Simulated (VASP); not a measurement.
AgBr, 2 atoms in the cell. It takes space group Fm-3m (No. 225, cubic). The conventional cell has a = 5.654 Å, b = 5.654 Å, c = 5.654 Å, α = 90.00°, β = 90.00°, γ = 90.00°. Ag (site symmetry m-3m) has 6 Br at 2.83 Å within 3.7 Å. Br (site symmetry m-3m) has 6 Ag at 2.83 Å within 3.7 Å.  This cell differs from its parent crystal: volume scaled by 0.94.

| Quantity | Value |
| --- | --- |
| Program | VASP 6.6.1 |
| Task | electric field gradients |
| Functional | PBEsol |
| Potentials or basis | VASP PAW PBE potentials, release 64 (Ag, Br) |
| Cutoff | 400 eV |
| k mesh | 7 × 7 × 7 |
| Occupations | fermi-dirac, width 0.02 eV |
| Spin | no spin polarisation |
| Dipole correction | no |
| Further INCAR settings | ALGO = Normal; EDIFF = 1e-08; NBANDS = 16 |

Potentials or basis: VASP PAW PBE potentials, release 64 (Ag, Br).

Run with:

```console
$ cat potpaw_PBE.64/Ag/POTCAR potpaw_PBE.64/Br/POTCAR > POTCAR
$ mpirun -np 1 vasp_std > vasp.out
```

Hardware: 1 thread of Intel Xeon 8259CL, on a shared host.

How long does it take, and how much memory?

Run time: 31 s on 1 thread of Intel Xeon 8259CL, with other jobs on the host, peak memory 0.15 GiB. Counts: scf iterations 14, k points 20.
